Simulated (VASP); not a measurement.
The system is CdSe.

```
Cd Se
1.0
     0.00000    3.06778    3.06778
     3.06778    0.00000    3.06778
     3.06778    3.06778    0.00000
Cd Se
1 1
Direct
  0.00000 0.00000 0.00000
  0.25000 0.25000 0.25000
```

Base run:

* Program: VASP 6.6.1
* Functional: PBE
* Potentials or basis: VASP PAW PBE potentials, release 64 (Cd, Se)
* Cutoff: 520 eV
* k mesh: 6 × 6 × 6
* Occupations: gaussian, width 0.01 eV
* Spin: no spin polarisation

Its results: band gap on the k mesh 0.55 eV, direct; pressure 1.7 GPa.

Q: The run is repeated on the same cell with these changes: functional from PBE to r2SCAN; further incar settings from ALGO = Normal; EDIFF = 1e-06; NBANDS = 16 to ALGO = Normal; EDIFF = 1e-07; NBANDS = 16. What comes out?

A: Band gap on the k mesh 1.03 eV, direct; pressure 0.2 GPa.

Caveats: the PAW data sets were made with another functional, which shifts forces and pressure a little (some runs).

